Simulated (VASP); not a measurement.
# Sc (Fm-3m) in VASP: a series of runs

The runs below take Sc through single point, with PBE.

Program: VASP 6.6.1. These are calculated values, not measurements. Logs are shortened: lines on timing, memory, paths and dates and some standing lists are left out, and cuts for length are marked.

## 1. The cell of the first run

It takes space group Fm-3m (No. 225, cubic). Conventional cell: a = 4.643 Å, b = 4.643 Å, c = 4.643 Å, α = 90.00°, β = 90.00°, γ = 90.00°. Within 4.3 Å of Sc (site symmetry m-3m) lie 12 Sc at 3.28 Å.

## 2. Single point, PBE

INCAR reads:

```
ALGO = Normal ; EDIFF = 1E-6
ENCUT = 520 ; GGA = PE
ISIF = 2 ; ISMEAR = 0
LASPH = True ; LCHARG = False
LREAL = False ; LWAVE = False
NBANDS = 12 ; NELM = 100
PREC = Accurate ; SIGMA = 0.05
```

KPOINTS reads:

```
k-points
0
Gamma
  8 8 8
```

POSCAR reads:

```
Sc
1.0
    0.0000000000      2.3217440067      2.3217440067
    2.3217440067      0.0000000000      2.3217440067
    2.3217440067      2.3217440067      0.0000000000
Sc
1
Direct
    0.0000000000      0.0000000000      0.0000000000
```

Potentials or basis: VASP PAW PBE potentials, release 64 (Sc_sv).

Command:

```
cat potpaw_PBE.64/Sc_sv/POTCAR > POTCAR
mpirun -np 1 vasp_std > vasp.out
```

OUTCAR:

```text
EDIFF = 1E-6
   ENCUT = 520
   GGA = PE
   ISIF = 2
   ISMEAR = 0
   LASPH = True
   LREAL = False
   NELM = 100
   PREC = Accurate

 ion  position               nearest neighbor table
   1  0.000  0.000  0.000-

  LATTYP: Found a face centered cubic cell.
 ALAT       =     4.6434880134

  Lattice vectors:

 A1 = (   0.0000000000,   2.3217440067,   2.3217440067)
 A2 = (   2.3217440067,   0.0000000000,   2.3217440067)
 A3 = (   2.3217440067,   2.3217440067,   0.0000000000)

Analysis of symmetry for initial positions (statically):
=====================================================================
 Subroutine PRICEL returns:
 Original cell was already a primitive cell.

 Routine SETGRP: Setting up the symmetry group for a
 face centered cubic supercell.

 Subroutine GETGRP returns: Found 48 space group operations
 (whereof 48 operations were pure point group operations)
 out of a pool of 48 trial point group operations.

The static configuration has the point symmetry O_h .

Analysis of symmetry for dynamics (positions and initial velocities):
=====================================================================
 Subroutine PRICEL returns:
 Original cell was already a primitive cell.

 Routine SETGRP: Setting up the symmetry group for a
 face centered cubic supercell.

 Subroutine GETGRP returns: Found 48 space group operations
 (whereof 48 operations were pure point group operations)
 out of a pool of 48 trial point group operations.

The dynamic configuration has the point symmetry O_h .

 Subroutine INISYM returns: Found 48 space group operations
 (whereof 48 operations are pure point group operations),
 and found     1 'primitive' translations

----------------------------------------------------------------------------------------

                                     Primitive cell

  volume of cell :      25.0307

  direct lattice vectors                    reciprocal lattice vectors
     0.000000000  2.321744007  2.321744007    -0.215355353  0.215355353  0.215355353
     2.321744007  0.000000000  2.321744007     0.215355353 -0.215355353  0.215355353
     2.321744007  2.321744007  0.000000000     0.215355353  0.215355353 -0.215355353

  length of vectors
     3.283441863  3.283441863  3.283441863     0.373006413  0.373006413  0.373006413

  position of ions in fractional coordinates (direct lattice)
     0.000000000  0.000000000  0.000000000

  ion indices of the primitive-cell ions
   primitive index   ion index
                 1           1

----------------------------------------------------------------------------------------
[... 75 lines left out ...]
   NFREE  =      0    steps in history (QN), initial steepest desc. (CG)
   ISIF   =      2    stress and relaxation
   ISYM   =      2    0-nonsym 1-usesym 2-fastsym
   POTIM  = 0.5000    time-step for ionic-motion
   TEBEG  =    0.0;   TEEND  =   0.0 temperature during run
   PSTRESS=    0.0 pullay stress
   NELECT =      11.0000    total number of electrons
   NUPDOWN=      -1.0000    fix difference up-down
   EMIN   =  10.00;   EMAX   =-10.00  energy-range for DOS
   EFERMI =   0.00;   METHOD = LEGACY
   ISMEAR =     0;   SIGMA  =   0.05  broadening in eV -4-tet -1-fermi 0-gaus
   EFERMI_NEDOS =   21; number of points for ismear=-14 and -15
   IALGO  =     38    algorithm
   IMIX   =      4    mixing-type and parameters
     AMIX     =   0.40;   BMIX     =  1.00
     AMIX_MAG =   1.60;   BMIX_MAG =  1.00
  volume/ion in A,a.u.               =      25.03       168.92
  Fermi-wavevector in a.u.,A,eV,Ry     =   1.244652  2.352052 21.077594  1.549159
  Thomas-Fermi vector in A             =   2.378910
   LORBIT       =      0    0 simple, 1 ext, 2 COOP (PROOUT), +10 PAW based schemes
   GGA     = PE    functional components
   LHFCALC =     F    Hartree Fock is set to
   AEXX    =    0.0000 exact exchange contribution
   IVDW    =     0    specifies the selected vdW correction
   LEPSILON=     F    determine dielectric tensor
   LRPA    =     F    only Hartree local field effects (RPA)
 non-spin polarized calculation
 Gauss-broadening in eV      SIGMA  =   0.05
  energy-cutoff  :      520.00
  volume of cell :       25.03
 maximum number of plane-waves:       692
   NGX = 13   NGY = 13   NGZ = 13

 number of electron      11.0000002 magnetization

 Free energy of the ion-electron system (eV)
  ---------------------------------------------------
  ext. energy  EPLUGINS =         0.00000000
  ---------------------------------------------------
  free energy    TOTEN  =        -6.19725138 eV

  energy without entropy =       -6.19294569  energy(sigma->0) =       -6.19509854

 E-fermi :   3.6726     XC(G=0):  -9.8146

 val. band max:        3.6367546267   @ k =   0.3750   0.2500   0.0000
 cond. band min:       3.6969279557   @ k =  -0.2500   0.3750   0.1250
 fundamental gap:      0.0601733290
 Fermi energy:         3.6726061934

 k-point     1 :       0.0000    0.0000    0.0000
  band No.  band energies     occupation
      1     -45.8335      2.00000
      2     -24.2581      2.00000
      3     -24.2581      2.00000
      4     -24.2581      2.00000
      5      -1.5109      2.00000
      6       5.2054      0.00000
      7       5.2054      0.00000
      8       5.2054      0.00000
      9       6.5531      0.00000
     10       6.5531      0.00000
     11      16.0688      0.00000
     12      19.3973      0.00000
[... 331 lines left out ...]
 k-point    24 :      -0.3750    0.2500    0.1250
  band No.  band energies     occupation
      1     -45.7692      2.00000
      2     -24.5793      2.00000
      3     -24.4047      2.00000
      4     -24.3383      2.00000
      5       2.7529      2.00000
      6       3.3461      2.00000
      7       4.4600      0.00000
      8       5.7379      0.00000
      9       7.2868      0.00000
     10       8.5483      0.00000
     11      10.0473      0.00000
     12      14.5779      0.00000

 [... further k-points ...]
[... 5 lines left out ...]
  --------------------------------------------------------------------------------------
  -------------------------------------------------------------------------------------
  Total       -0.1092136     -0.1092136     -0.1092136      0.0000000      0.0000000      0.0000000
  in kB       -6.9905971     -6.9905971     -6.9905971      0.0000000      0.0000000      0.0000000
  external PRESSURE =      -6.9905971 kB  Pullay stress =       0.0000000 kB

 VOLUME and BASIS-vectors are now :
 -----------------------------------------------------------------------------
  energy-cutoff  :      520.00
  volume of cell :       25.03
      direct lattice vectors                 reciprocal lattice vectors
     0.000000000  2.321744007  2.321744007    -0.215355353  0.215355353  0.215355353
     2.321744007  0.000000000  2.321744007     0.215355353 -0.215355353  0.215355353
     2.321744007  2.321744007  0.000000000     0.215355353  0.215355353 -0.215355353

 POSITION                                       TOTAL-FORCE (eV/Angst)
 -----------------------------------------------------------------------------------
      0.00000      0.00000      0.00000         0.000000      0.000000     -0.000000
 -----------------------------------------------------------------------------------
    total drift:                                0.000000      0.000000      0.000000

  FREE ENERGIE OF THE ION-ELECTRON SYSTEM (eV)
  ---------------------------------------------------
  free  energy   TOTEN  =        -6.1972513828 eV

  energy  without entropy=       -6.1929456879  energy(sigma->0) =       -6.19509854
```

OSZICAR:

```text
N       E                     dE             d eps       ncg     rms          rms(c)
DAV:   1     0.750132438370E+02    0.75013E+02   -0.51134E+03   696   0.901E+02
DAV:   2    -0.542751147273E+01   -0.80441E+02   -0.78948E+02   696   0.281E+02
DAV:   3    -0.688279032376E+01   -0.14553E+01   -0.14015E+01   924   0.501E+01
DAV:   4    -0.690955649091E+01   -0.26766E-01   -0.26713E-01   860   0.548E+00
DAV:   5    -0.691014901834E+01   -0.59253E-03   -0.59251E-03   964   0.818E-01    0.525E+00
DAV:   6    -0.628294403516E+01    0.62720E+00   -0.93140E-01  1044   0.138E+01    0.156E+00
DAV:   7    -0.620265343756E+01    0.80291E-01   -0.19986E-01  1072   0.615E+00    0.640E-01
DAV:   8    -0.619920332105E+01    0.34501E-02   -0.27181E-02   968   0.241E+00    0.263E-01
DAV:   9    -0.619729036487E+01    0.19130E-02   -0.58722E-03  1016   0.105E+00    0.431E-02
DAV:  10    -0.619725574018E+01    0.34625E-04   -0.21104E-04  1088   0.188E-01    0.132E-02
DAV:  11    -0.619725115499E+01    0.45852E-05   -0.10943E-05  1044   0.481E-02    0.180E-03
DAV:  12    -0.619725138283E+01   -0.22784E-06   -0.12816E-07   432   0.509E-03
   1 F= -.61972514E+01 E0= -.61950985E+01  d E =-.430569E-02
```

Wall time 3.1 s (1 thread of Intel Xeon 6975P-C (Granite Rapids), shared host); peak memory 0.13 GiB.

What came out:

```yaml
Free_energy: -6.1973 eV
Pressure: -0.7 GPa
```

## 3. Single point, PBE

This run uses another cell than the first one, of 24.67 Å³/atom, 0.985 times its volume.

INCAR reads:

```
ALGO     = Normal         # electronic algorithm
EDIFF    = 1E-6           # SCF threshold, eV
ENCUT    = 520            # plane-wave cutoff, eV
GGA      = PE             # functional
ISIF     = 2              # what is computed and relaxed
ISMEAR   = 0              # smearing method
LASPH    = T              # aspherical terms in the spheres
LCHARG   = T              # write CHGCAR
LELF     = T              # ELF
LREAL    = F              # projectors in reciprocal space
LVHAR    = T            
LWAVE    = F              # write WAVECAR
NBANDS   = 12             # bands
NELM     = 100            # most SCF steps
PREC     = Accurate       # precision mode
SIGMA    = 0.05           # smearing width, eV
```

KPOINTS is that of step 2.

POSCAR reads:

```
Sc
1.0
    0.0000000000      2.3104480471      2.3104480471
    2.3104480471      0.0000000000      2.3104480471
    2.3104480471      2.3104480471      0.0000000000
Sc
1
Direct
    0.0000000000      0.0000000000      0.0000000000
```

Potentials or basis: VASP PAW PBE potentials, release 64 (Sc_sv).

Command:

```
cat potpaw_PBE.64/Sc_sv/POTCAR > POTCAR
mpirun -np 1 vasp_std > vasp.out
```

Run time: 3.8 s. Hardware: 1 thread of Intel Xeon 6975P-C (Granite Rapids), shared host; peak memory 0.13 GiB.

Results (log left out):

* Free energy: -6.1979 eV
* Pressure: 0.0 GPa

Levels at points of the mesh, in eV from the Fermi level:
| k point | band 3 | band 4 | band 5 | band 6 | band 7 | band 8 |
| --- | --- | --- | --- | --- | --- | --- |
| (0.00, 0.00, 0.00) | -27.88 | -27.88 | -5.21 | 1.55 | 1.55 | 1.55 |
| (0.50, 0.00, 0.00) | -27.93 | -27.93 | -1.79 | 0.20 | 1.45 | 1.45 |
| (0.50, 0.50, 0.00) | -28.02 | -28.02 | -1.54 | -0.65 | 1.89 | 3.82 |
